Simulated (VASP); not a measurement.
# ZnO (I4_1md) in VASP: a series of runs

ZnO is run at these levels: PBE; tasks: single point, relaxation of cell and atoms.

Program: VASP 6.6.1. These are calculated values, not measurements. Logs are shortened: lines on timing, memory, paths and dates and some standing lists are left out, and cuts for length are marked.

## (1) The cell of the first run

It takes space group I4_1md (No. 109, tetragonal). Conventional cell: a = 3.306 Å, b = 3.306 Å, c = 11.326 Å, α = 90.00°, β = 90.00°, γ = 90.00°. Within 2.5 Å of Zn (site symmetry 2mm) lie 3 O at 1.90 Å. O (site symmetry 2mm) has 3 Zn at 1.90 Å within 2.5 Å.

## (2) Single point, PBE

Input file INCAR:

```
SYSTEM = ZnO
PREC = Accurate
ENCUT = 520
EDIFF = 1E-6
ISMEAR = 0
SIGMA = 0.02
LREAL = .FALSE.
LASPH = .TRUE.
NELM = 100
ALGO = Normal
ISIF = 2
LWAVE = .FALSE.
LCHARG = .TRUE.
GGA = PE
LELF = .TRUE.
LVHAR = .TRUE.
NBANDS = 26
```

Input file KPOINTS:

```
regular mesh
0
G
  16 16 16
  0 0 0
```

Input file POSCAR:

```
ZnO
1.0
   -1.6531015785      1.6531015785      5.6629570713
    1.6531015785     -1.6531015785      5.6629570713
    1.6531015785      1.6531015785     -5.6629570713
Zn O
2 2
Direct
    0.5838258517      0.5838258517      0.0000000000
    0.3338258517      0.8338258517      0.5000000000
    0.4161741483      0.4161741483      0.0000000000
    0.1661741483      0.6661741483      0.5000000000
```

Potentials or basis: VASP PAW PBE potentials, release 64 (Zn, O).

On the command line:

```console
> cat potpaw_PBE.64/Zn/POTCAR potpaw_PBE.64/O/POTCAR > POTCAR
> mpirun -np 1 vasp_std > vasp.out
```

OUTCAR:

```text
SYSTEM = ZnO
   PREC = Accurate
   ENCUT = 520
   EDIFF = 1E-6
   ISMEAR = 0
   LREAL = .FALSE.
   LASPH = .TRUE.
   NELM = 100
   ISIF = 2
   GGA = PE

 ion  position               nearest neighbor table
   1  0.584  0.584  0.000-   4 1.90   4 1.90   3 1.90
   2  0.334  0.834  0.500-   3 1.90   3 1.90   4 1.90
   3  0.416  0.416  0.000-   2 1.90   2 1.90   1 1.90
   4  0.166  0.666  0.500-   1 1.90   1 1.90   2 1.90

  LATTYP: Found a body centered tetragonal cell.
 ALAT       =     3.3062031570
 C/A-ratio  =     3.4256558369

  Lattice vectors:

 A1 = (  -1.6531015785,   1.6531015785,   5.6629570713)
 A2 = (   1.6531015785,  -1.6531015785,   5.6629570713)
 A3 = (   1.6531015785,   1.6531015785,  -5.6629570713)

Analysis of symmetry for initial positions (statically):
=====================================================================
 Subroutine PRICEL returns:
 Original cell was already a primitive cell.

 Routine SETGRP: Setting up the symmetry group for a
 body centered tetragonal supercell.

 Subroutine GETGRP returns: Found  8 space group operations
 (whereof  4 operations were pure point group operations)
 out of a pool of 16 trial point group operations.

The static configuration has the point symmetry C_2v.
 The point group associated with its full space group is C_4v.

Analysis of symmetry for dynamics (positions and initial velocities):
=====================================================================
 Subroutine PRICEL returns:
 Original cell was already a primitive cell.

 Routine SETGRP: Setting up the symmetry group for a
 body centered tetragonal supercell.

 Subroutine GETGRP returns: Found  8 space group operations
 (whereof  4 operations were pure point group operations)
 out of a pool of 16 trial point group operations.

The dynamic configuration has the point symmetry C_2v.
 The point group associated with its full space group is C_4v.

 Subroutine INISYM returns: Found  8 space group operations
 (whereof  4 operations are pure point group operations),
 and found     1 'primitive' translations

----------------------------------------------------------------------------------------

                                     Primitive cell

  volume of cell :      61.9017

  direct lattice vectors                    reciprocal lattice vectors
    -1.653101579  1.653101579  5.662957071     0.000000000  0.302461752  0.088293094
     1.653101579 -1.653101579  5.662957071     0.302461752  0.000000000  0.088293094
     1.653101579  1.653101579 -5.662957071     0.302461752  0.302461752  0.000000000

  length of vectors
     6.126546535  6.126546535  6.126546535     0.315085357  0.315085357  0.427745512

  position of ions in fractional coordinates (direct lattice)
     0.583825852  0.583825852  0.000000000
     0.333825852  0.833825852  0.500000000
     0.416174148  0.416174148  0.000000000
     0.166174148  0.666174148  0.500000000

  ion indices of the primitive-cell ions
   primitive index   ion index
                 1           1
                 2           2
                 3           3
                 4           4

----------------------------------------------------------------------------------------

 KPOINTS: regular mesh

Automatic generation of k-mesh.
 Grid dimensions read from file:
 generate k-points for:   16   16   16

 Generating k-lattice:

  Cartesian coordinates                     Fractional coordinates (reciprocal lattice)
     0.000000000  0.018903860  0.005518318     0.062500000 -0.000000000  0.000000000
     0.018903860  0.000000000  0.005518318    -0.000000000  0.062500000  0.000000000
     0.018903860  0.018903860  0.000000000     0.000000000  0.000000000  0.062500000

  Length of vectors
     0.019692835  0.019692835  0.026734095

  Shift w.r.t. Gamma in fractional coordinates (k-lattice)
     0.000000000  0.000000000  0.000000000

 Subroutine IBZKPT returns following result:
 ===========================================

 Found    349 irreducible k-points:

 Following reciprocal coordinates:
            Coordinates               Weight
  0.000000  0.000000  0.000000      1.000000
  0.062500 -0.000000  0.000000      8.000000
  0.125000 -0.000000  0.000000      8.000000
  0.187500 -0.000000  0.000000      8.000000
  0.250000 -0.000000  0.000000      8.000000
  0.312500  0.000000  0.000000      8.000000
[... 16 lines left out ...]
 -0.125000  0.062500 -0.000000     16.000000
 -0.062500  0.062500  0.000000      4.000000
 [... further k-points ...]
   k-points           NKPTS =    349   k-points in BZ     NKDIM =    349   number of bands    NBANDS=     26
   number of dos      NEDOS =    301   number of ions     NIONS =      4
   total plane-waves  NPLWV = 110592
   dimension x,y,z NGX =    48 NGY =   48 NGZ =   48
   dimension x,y,z NGXF=    96 NGYF=   96 NGZF=   96
   ions per type =               2   2
   NGX,Y,Z   is equivalent  to a cutoff of  13.02, 13.02, 13.02 a.u.
   NGXF,Y,Z  is equivalent  to a cutoff of  26.05, 26.05, 26.05 a.u.
 SYSTEM =  ZnO
   PREC   = accura    normal or accurate (medium, high low for compatibility)
   ISTART =      0    job   : 0-new  1-cont  2-samecut
   ICHARG =      2    charge: 1-file 2-atom 10-const
   ISPIN  =      1    spin polarized calculation?
   LNONCOLLINEAR =      F non collinear calculations
   LSORBIT =      F    spin-orbit coupling
   LASPH  =      T    aspherical Exc in radial PAW
   ENCUT  =  520.0 eV  38.22 Ry    6.18 a.u.  11.39 11.39 11.39*2*pi/ulx,y,z
   NELM   =    100;   NELMIN=  2; NELMDL= -5     # of ELM steps
   EDIFF  = 0.1E-05   stopping-criterion for ELM
   LREAL  =      F    real-space projection
   EDIFFG = 0.1E-04   stopping-criterion for IOM
   NSW    =      0    number of steps for IOM
   IBRION =     -1    ionic relax: 0-MD 1-quasi-New 2-CG
   NFREE  =      0    steps in history (QN), initial steepest desc. (CG)
   ISIF   =      2    stress and relaxation
   ISYM   =      2    0-nonsym 1-usesym 2-fastsym
   POTIM  = 0.5000    time-step for ionic-motion
   TEBEG  =    0.0;   TEEND  =   0.0 temperature during run
   PSTRESS=    0.0 pullay stress
   NELECT =      36.0000    total number of electrons
   NUPDOWN=      -1.0000    fix difference up-down
   EMIN   =  10.00;   EMAX   =-10.00  energy-range for DOS
   EFERMI =   0.00;   METHOD = LEGACY
   ISMEAR =     0;   SIGMA  =   0.02  broadening in eV -4-tet -1-fermi 0-gaus
   EFERMI_NEDOS =   21; number of points for ismear=-14 and -15
   IALGO  =     38    algorithm
   IMIX   =      4    mixing-type and parameters
     AMIX     =   0.40;   BMIX     =  1.00
     AMIX_MAG =   1.60;   BMIX_MAG =  1.00
  volume/ion in A,a.u.               =      15.48       104.43
  Fermi-wavevector in a.u.,A,eV,Ry     =   1.366496  2.582302 25.406296  1.867310
  Thomas-Fermi vector in A             =   2.492631
   LORBIT       =      0    0 simple, 1 ext, 2 COOP (PROOUT), +10 PAW based schemes
   GGA     = PE    functional components
   LHFCALC =     F    Hartree Fock is set to
   AEXX    =    0.0000 exact exchange contribution
   IVDW    =     0    specifies the selected vdW correction
   LEPSILON=     F    determine dielectric tensor
   LRPA    =     F    only Hartree local field effects (RPA)
 non-spin polarized calculation
 Gauss-broadening in eV      SIGMA  =   0.02
  energy-cutoff  :      520.00
  volume of cell :       61.90
 maximum number of plane-waves:      1694
 NGX is ok and might be reduce to    48
   NGX = 23   NGY = 23   NGZ = 23

 number of electron      36.0000008 magnetization

 Free energy of the ion-electron system (eV)
  ---------------------------------------------------
  ext. energy  EPLUGINS =         0.00000000
  ---------------------------------------------------
  free energy    TOTEN  =       -16.73564093 eV

  energy without entropy =      -16.73564093  energy(sigma->0) =      -16.73564093

 E-fermi :  -0.2104     XC(G=0):  -9.3719

 val. band max:       -0.3754559891   @ k =   0.0000   0.0000   0.0000
 cond. band min:       0.2158959295   @ k =   0.0000   0.0000   0.0000
 fundamental gap:      0.5913519186
 Fermi energy:        -0.2103801102

 k-point     1 :       0.0000    0.0000    0.0000
  band No.  band energies     occupation
      1     -17.8505      2.00000
      2     -17.3556      2.00000
      3      -6.5995      2.00000
      4      -6.3295      2.00000
      5      -6.2214      2.00000
      6      -6.2214      2.00000
[... 18 lines left out ...]
     25      12.3482      0.00000
     26      12.8685      0.00000

 k-point     2 :       0.0625   -0.0000    0.0000
  band No.  band energies     occupation
      1     -17.8392      2.00000
      2     -17.3522      2.00000
      3      -6.5897      2.00000
      4      -6.3592      2.00000
      5      -6.2213      2.00000
      6      -6.1803      2.00000
[... 18 lines left out ...]
     25      12.4978      0.00000
     26      12.8803      0.00000

 k-point     3 :       0.1250   -0.0000    0.0000
  band No.  band energies     occupation
      1     -17.8074      2.00000
      2     -17.3430      2.00000
      3      -6.5682      2.00000
      4      -6.3958      2.00000
      5      -6.2209      2.00000
      6      -6.1042      2.00000
[... 18 lines left out ...]
     25      12.2581      0.00000
     26      13.0976      0.00000

 k-point     4 :       0.1875   -0.0000    0.0000
  band No.  band energies     occupation
      1     -17.7588      2.00000
      2     -17.3294      2.00000
      3      -6.5617      2.00000
      4      -6.3926      2.00000
      5      -6.2203      2.00000
      6      -6.0210      2.00000
[... 18 lines left out ...]
     25      12.1568      0.00000
     26      13.3359      0.00000
[... 496 lines left out ...]
      1     -17.7541      2.00000
      2     -17.3195      2.00000
      3      -6.5436      2.00000
      4      -6.3987      2.00000
      5      -6.2288      2.00000
      6      -5.9891      2.00000
[... 18 lines left out ...]
     25      12.1963      0.00000
     26      13.1717      0.00000

 k-point    23 :      -0.1250    0.0625   -0.0000
  band No.  band energies     occupation
      1     -17.8007      2.00000
      2     -17.3349      2.00000
      3      -6.5543      2.00000
      4      -6.4035      2.00000
      5      -6.2299      2.00000
      6      -6.0702      2.00000
[... 18 lines left out ...]
     25      12.2717      0.00000
     26      12.9825      0.00000

 k-point    24 :      -0.0625    0.0625    0.0000
  band No.  band energies     occupation
      1     -17.8304      2.00000
      2     -17.3465      2.00000
      3      -6.5790      2.00000
      4      -6.3754      2.00000
      5      -6.2275      2.00000
      6      -6.1421      2.00000
[... 18 lines left out ...]
     25      12.6442      0.00000
     26      12.8643      0.00000

 [... further k-points ...]

------------------------ aborting loop because EDIFF is reached ----------------------------------------

  FORCE on cell =-STRESS in cart. coord.  units (eV):
  Direction    XX          YY          ZZ          XY          YZ          ZX
  --------------------------------------------------------------------------------------
  -------------------------------------------------------------------------------------
  Total        0.2481338      0.2481338      0.4840969      0.0000000      0.0000000      0.0000000
  in kB        6.4223527      6.4223527     12.5296956      0.0000000      0.0000000      0.0000000
  external PRESSURE =       8.4581337 kB  Pullay stress =       0.0000000 kB

 VOLUME and BASIS-vectors are now :
 -----------------------------------------------------------------------------
  energy-cutoff  :      520.00
  volume of cell :       61.90
      direct lattice vectors                 reciprocal lattice vectors
    -1.653101579  1.653101579  5.662957071     0.000000000  0.302461752  0.088293094
     1.653101579 -1.653101579  5.662957071     0.302461752  0.000000000  0.088293094
     1.653101579  1.653101579 -5.662957071     0.302461752  0.302461752  0.000000000

 POSITION                                       TOTAL-FORCE (eV/Angst)
 -----------------------------------------------------------------------------------
      0.00000      0.00000      6.61236        -0.000000      0.000000      0.000768
      1.65310      0.00000      3.78088         0.000000      0.000000      0.000768
      0.00000      0.00000      4.71355         0.000000      0.000000     -0.000768
      1.65310      0.00000      1.88207        -0.000000     -0.000000     -0.000768
 -----------------------------------------------------------------------------------
    total drift:                                0.000010      0.000010     -0.001363

  FREE ENERGIE OF THE ION-ELECTRON SYSTEM (eV)
  ---------------------------------------------------
  free  energy   TOTEN  =       -16.7356409289 eV

  energy  without entropy=      -16.7356409289  energy(sigma->0) =      -16.73564093
```

It took 15 min on 1 thread of Intel Xeon 6975P-C (Granite Rapids), shared host; peak memory 0.65 GiB.

What came out:

| Property | Result |
| --- | --- |
| Free energy | -16.7356 eV |
| Pressure | 0.8 GPa |
| Band gap on the k mesh | 0.59 eV, direct |

Levels at points of the mesh, in eV from the valence-band top:
```
           k point  band 15  band 16  band 17  band 18  band 19  band 20  band 21  band 22
(0.00, 0.00, 0.00)    -1.25    -0.58    -0.58     0.00     0.59     5.10     7.04    11.30
(0.50, 0.00, 0.00)    -1.92    -1.20    -1.11    -0.03     4.30     4.79     6.64     7.71
(0.50, 0.50, 0.00)    -2.29    -2.29    -1.01    -1.01     4.22     4.22     8.33     8.33
(0.50, 0.50, 0.50)    -1.69    -1.69    -0.17    -0.17     2.85     2.85     9.46     9.46
```

A k mesh can miss the band edges. As with any semilocal functional, this PBE gap is likely too small.

## (3) Single point, PBE

Input file INCAR:

```
  PREC = Accurate
  ENCUT = 520
  EDIFF = 1E-6
  ISMEAR = 0
  SIGMA = 0.02
  LREAL = F
  LASPH = T
  NELM = 100
  ALGO = Normal
  ISIF = 2
  LWAVE = F
  LCHARG = T
  GGA = PE
  LELF = T
  LVHAR = T
  NBANDS = 26
```

Input file KPOINTS:

```
Automatic mesh
0
Gamma
  16 16 16
```

POSCAR is that of step 2.

Potentials or basis: VASP PAW PBE potentials, release 64 (Zn, O).

On the command line:

```console
> cat potpaw_PBE.64/Zn/POTCAR potpaw_PBE.64/O/POTCAR > POTCAR
> mpirun -np 1 vasp_std > vasp.out
```

Run time: 15 min. Hardware: 1 thread of Intel Xeon 6975P-C (Granite Rapids), shared host; peak memory 0.65 GiB.

It converged, with:

| Property | Result |
| --- | --- |
| Free energy | -16.7356 eV |
| Pressure | 0.8 GPa |
| Band gap on the k mesh | 0.59 eV, direct |

Stress tensor (GPa, compression positive):
```
0.64 0.00 0.00
0.00 0.64 0.00
0.00 0.00 1.25
```

Levels at points of the mesh, in eV from the valence-band top:
```tsv
k point	band 16	band 17	band 18	band 19	band 20	band 21
(0.00, 0.00, 0.00)	-0.58	-0.58	0.00	0.59	5.10	7.04
(0.50, 0.00, 0.00)	-1.20	-1.11	-0.03	4.30	4.79	6.64
(0.50, 0.50, 0.00)	-2.29	-1.01	-1.01	4.22	4.22	8.33
(0.50, 0.50, 0.50)	-1.69	-0.17	-0.17	2.85	2.85	9.46
```

A k mesh can miss the band edges. A hybrid or GW would open this gap; PBE tends to underestimate it.

## (4) Relaxation of cell and atoms, PBE

Input file INCAR:

```
SYSTEM = ZnO
  ALGO = Normal
  EDIFF = 1E-6
  EDIFFG = -0.01
  ENCUT = 600
  GGA = PE
  IBRION = 2
  ISIF = 3
  ISMEAR = 0
  LASPH = .TRUE.
  LCHARG = .FALSE.
  LREAL = .FALSE.
  LWAVE = .FALSE.
  NELM = 100
  NSW = 100
  PREC = Accurate
  SIGMA = 0.02
```

Input file KPOINTS:

```
k-points
0
G
  16 16 16
  0 0 0
```

Input file POSCAR:

```
ZnO
1.0
   -1.6525088416      1.6525088416      5.6647702538
    1.6525088416     -1.6525088416      5.6647702538
    1.6525088416      1.6525088416     -5.6647702538
Zn O
2 2
Direct
    0.5838078526      0.5838078526      0.0000000000
    0.3338078526      0.8338078526      0.5000000000
    0.4161921474      0.4161921474      0.0000000000
    0.1661921474      0.6661921474      0.5000000000
```

On the command line:

```console
> cat potpaw_PBE.64/Zn/POTCAR potpaw_PBE.64/O/POTCAR > POTCAR
> mpirun -np 1 vasp_std > vasp.out
```

Wall time 49 min (1 thread of AMD EPYC 9R45 (Zen 5), shared host); peak memory 0.72 GiB.

Results (log left out):

```yaml
Free_energy: -16.7408 eV
Relaxed_volume: 15.57 Å³/atom
Relaxed_cell: a = 6.144 Å, b = 6.144 Å, c = 6.144 Å, α = 148.74°, β = 148.74°, γ = 44.80°
Space_group_after_relaxing_to_0.05_Å: I4_1md (No. 109)
Energy_gained_by_relaxing: 0.2 meV/atom
Ionic_steps: 6
Pressure_after_relaxing: 0.0 GPa
Band_gap_on_the_k_mesh: 0.59 eV, indirect (least direct gap 0.59 eV)
```

The path:
```csv
step,energy change (eV),largest force (eV/Å),pressure (GPa),volume (Å³)
1,0.0000,0.0030,0.71,61.88
2,-0.0006,0.0306,-0.33,62.49
3,-0.0009,0.0203,0.01,62.26
4,-0.0009,0.0203,0.10,62.25
5,-0.0010,0.0109,0.05,62.31
6,-0.0010,0.0017,-0.01,62.28
```

Final structure:
```
CELL_PARAMETERS angstrom
-1.65560 1.65560 5.68082
1.65560 -1.65560 5.68082
1.65560 1.65560 -5.68082
ATOMIC_POSITIONS crystal
Zn 0.58375 0.58375 0.00000
Zn 0.33375 0.83375 0.50000
O 0.41625 0.41625 0.00000
O 0.16625 0.66625 0.50000
```

Levels at points of the mesh, in eV from the valence-band top:
```
           k point  band 14  band 15  band 16  band 17  band 18  band 19  band 20  band 21  band 22
(0.00, 0.00, 0.00)    -1.23    -1.23    -0.56    -0.56    -0.01     0.59     5.09     7.03    11.28
(0.50, 0.00, 0.00)    -3.35    -1.89    -1.18    -1.11    -0.02     4.29     4.79     6.61     7.69
(0.50, 0.50, 0.00)    -3.37    -2.27    -2.27    -0.99    -0.99     4.24     4.24     8.28     8.28
(0.50, 0.50, 0.50)    -2.28    -1.66    -1.66    -0.16    -0.16     2.85     2.85     9.44     9.44
```

A k mesh can miss the band edges. Expect the measured gap to be larger: semilocal functionals such as PBE lack the derivative discontinuity.
